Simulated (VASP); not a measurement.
Yb:

```
Yb
1.0
     3.87932    0.00000    0.00000
    -1.93966    3.35959    0.00000
     0.00000    0.00000    6.33494
Yb
2
Direct
  0.33333 0.66667 0.25000
  0.66667 0.33333 0.75000
```

This isn't the form of Yb at room conditions, which is fcc.

```yaml
Program: VASP 6.6.1
Task: relaxation of cell and atoms
Functional: revPBE
Potentials_or_basis: VASP PAW PBE potentials, release 64 (Yb)
Cutoff: 600 eV
k_mesh: 9 × 9 × 5
Occupations: fermi-dirac, width 0.1 eV
Spin: no spin polarisation
```

At the start: pressure -1.1 GPa; volume 41.28 Å³/atom.

How do energy, volume and symmetry change on relaxing?

Over 20 steps the energy falls by 16.4 meV/atom and the volume is 38.40 Å³/atom (-7.0 %); space group P6_3/mmc (No. 194, to 0.1 Å) before and after.

Step by step:
```tsv
step	energy change (eV)	largest force (eV/Å)	pressure (GPa)	volume (Å³)
1	0.0000	0.0000	-1.07	82.56
2	-0.0228	0.0000	-0.91	79.32
3	-0.0183	0.0000	1.37	70.08
4	-0.0354	0.0000	-0.19	75.29
5	-0.0355	0.0000	-0.27	74.44
6	-0.0307	0.0000	0.94	72.24
7	-0.0350	0.0000	0.46	73.95
8	-0.0353	0.0000	0.30	74.26
9	-0.0354	0.0000	0.18	75.26
10	-0.0330	0.0000	0.21	76.75
11	-0.0201	0.0000	-1.03	79.79
12	-0.0316	0.0000	-0.45	77.25
13	-0.0326	0.0000	-0.39	76.91
14	-0.0329	0.0000	0.02	76.81
15	-0.0328	0.0000	-0.36	76.83
16	-0.0329	0.0000	-0.43	76.81
17	-0.0329	0.0000	-0.46	76.81
18	-0.0329	0.0000	-0.51	76.81
19	-0.0329	0.0000	-0.65	76.81
20	-0.0329	0.0000	-0.02	76.81
```

Final structure:
```cif
data_structure
_symmetry_space_group_name_H-M 'P 1'
_symmetry_Int_Tables_number 1
_cell_length_a 3.7798
_cell_length_b 3.7798
_cell_length_c 6.2077
_cell_angle_alpha 90.000
_cell_angle_beta 90.000
_cell_angle_gamma 120.000
_cell_volume 76.81
loop_
_atom_site_label
_atom_site_type_symbol
_atom_site_fract_x
_atom_site_fract_y
_atom_site_fract_z
_atom_site_occupancy
Yb1 Yb 0.33333 0.66667 0.25000 1
Yb2 Yb 0.66667 0.33333 0.75000 1
```

Caveat: the PAW data sets were made with another functional, which shifts forces and pressure a little.
